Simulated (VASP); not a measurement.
NiBi: single point with LDA

The system is NiBi.

```
CELL_PARAMETERS angstrom
4.11794 0.00000 0.00000
-2.05897 3.56624 0.00000
0.00000 0.00000 5.24381
ATOMIC_POSITIONS crystal
Ni 0.00000 0.00000 0.50000
Ni 0.00000 0.00000 0.00000
Bi 0.33333 0.66667 0.25000
Bi 0.66667 0.33333 0.75000
```

```yaml
Program: VASP 6.6.1
Task: single point
Functional: LDA
Potentials_or_basis: VASP PAW LDA potentials, release 64 (Ni, Bi_d)
Cutoff: 520 eV
k_mesh: 6 × 6 × 4
Occupations: fermi-dirac, width 0.05 eV
Spin: collinear spin, zero start
Starting_moments: "[0.0, 0.0, 0.0, 0.0] μB"
Fixed_moment: 0 μB
Dipole_correction: no
Further_INCAR_settings: ALGO = Normal; EDIFF = 1e-06; NBANDS = 37
```

```json
{"Pressure": "-4.7 GPa", "Net moment": "0.00 μB per cell", "Valence electrons inside the program's atomic spheres": "Ni 9.30; Bi 12.88"}
```

Stress tensor (GPa, compression positive):
```
-4.58  0.00  0.00
 0.00 -4.58  0.00
 0.00  0.00 -5.06
```

It took 68 s on 1 thread of AMD EPYC 9R14 (Zen 4) (shared host), peak memory 0.2 GiB.

Caveat: the total moment is fixed, so each spin has its own Fermi level.
